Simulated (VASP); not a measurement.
Set up this calculation in VASP 6.6.1, as the native input.

```yaml
Task: single point
Functional: LDA
Potentials_or_basis: VASP PAW LDA potentials, release 64 (Pd)
Cutoff: 520 eV
k_mesh: 16 × 16 × 16
Occupations: gaussian, width 0.1 eV
Spin: no spin polarisation
Dipole_correction: no
Further_INCAR_settings: ALGO = Fast; EDIFF = 1e-06; NBANDS = 11
```

The structure of Pd lies in POSCAR:

```
Pd
1.0
    0.0000000000      1.9199738897      1.9199738897
    1.9199738897      0.0000000000      1.9199738897
    1.9199738897      1.9199738897      0.0000000000
Pd
1
Direct
    0.0000000000      0.0000000000      0.0000000000
```

These files were run (other wordings do the same):

INCAR

```
PREC = Accurate ; ENCUT = 520
EDIFF = 1E-6 ; ISMEAR = 0
SIGMA = 0.1 ; LREAL = F
LASPH = T ; NELM = 100
ALGO = Fast ; ISIF = 2
LWAVE = F ; LCHARG = F
NBANDS = 11
```

KPOINTS

```
Automatic mesh
0
Gamma
  16 16 16
```

Potentials or basis: VASP PAW LDA potentials, release 64 (Pd).

Run with:

```console
$ cat potpaw_LDA.64/Pd/POTCAR > POTCAR
$ mpirun -np 1 vasp_std > vasp.out
```

Results of the run:

The pressure is 0.3 GPa and the band gap on the k mesh is zero (band 5 reaches 10.65 eV, above the bottom of band 6 at 8.94 eV).

Wall time 7.4 s on 1 thread of Intel(R) Xeon(R) 6975P-C (Granite Rapids), with other jobs on the host, peak memory 0.13 GiB.
